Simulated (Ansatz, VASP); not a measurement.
## TiSe in VASP and in Ansatz

The input INCAR:

```
PREC = Accurate
ENCUT = 520
EDIFF = 1E-6
ISMEAR = 0
SIGMA = 0.05
LREAL = F
LASPH = T
NELM = 150
ALGO = Normal
ISIF = 2
LWAVE = F
LCHARG = T
ISPIN = 2
MAGMOM = 1.61 0
LORBIT = 11
LMAXMIX = 4
GGA = PS
LELF = T
LVHAR = T
NBANDS = 20
```

Contents of KPOINTS:

```
regular mesh
0
Gamma
  10 10 10
```

The input POSCAR:

```
TiSe
1.0
    0.0000000000      2.9199273462      2.9199273462
    2.9199273462      0.0000000000      2.9199273462
    2.9199273462      2.9199273462      0.0000000000
Ti Se
1 1
Direct
    0.0000000000      0.0000000000      0.0000000000
    0.2500000000      0.2500000000      0.2500000000
```

Input for Ansatz:

```yaml
crystal:
  lattice:
    - [0.0, 2.9199273462, 2.9199273462]
    - [2.9199273462, 0.0, 2.9199273462]
    - [2.9199273462, 2.9199273462, 0.0]
  atoms:
    - { symbol: Ti, position: [0.0, 0.0, 0.0], spin: 1.61 }
    - { symbol: Se, position: [0.25, 0.25, 0.25] }
basis:
  ecutwfc: 420
  ecutrho_ratio: 4
kpoints:
  mp_grid: { grid: [10, 10, 10] }
hamiltonian:
  xc: pbesol
scf:
  occupations: { method: gaussian, width: 0.05 }
output:
  forces: true
  stress: true
  eigenvalues: true
  populations: true
magnetization:
  spin_polarized: true
```

Alike in both runs: task single point; functional PBEsol; k mesh 10 × 10 × 10; occupations gaussian, width 0.05 eV; collinear spin.

|  | VASP | Ansatz |
| --- | --- | --- |
| version | VASP 6.6.1 | Ansatz 0.2.0 |
| potentials or method | VASP PAW PBE potentials, release 64 (Ti_sv, Se), cutoff 520 eV | scalar-relativistic, plane waves, PAW |
| valence electrons in the cell | 18 | 28 |

```tsv
	VASP	Ansatz	Ansatz less VASP
gap on the k mesh at the Fermi level (eV)	none	none	-
pressure (GPa)	-3.5	-3.7	-0.16
net moment per atom (μB)	0.69	0.69	-0.002
size of the moment on the site where the two differ most (μB)	1.11	1.03	-0.081
```

VASP's potentials were made for PBE, not for PBEsol. Site moments also hang on the region over which each program counts them. A gap of «none» marks a metal or a gap that the smearing closes. VASP's potentials hold 18 valence electrons a cell and Ansatz's 28, so a difference there can come from the potentials and not from the codes.
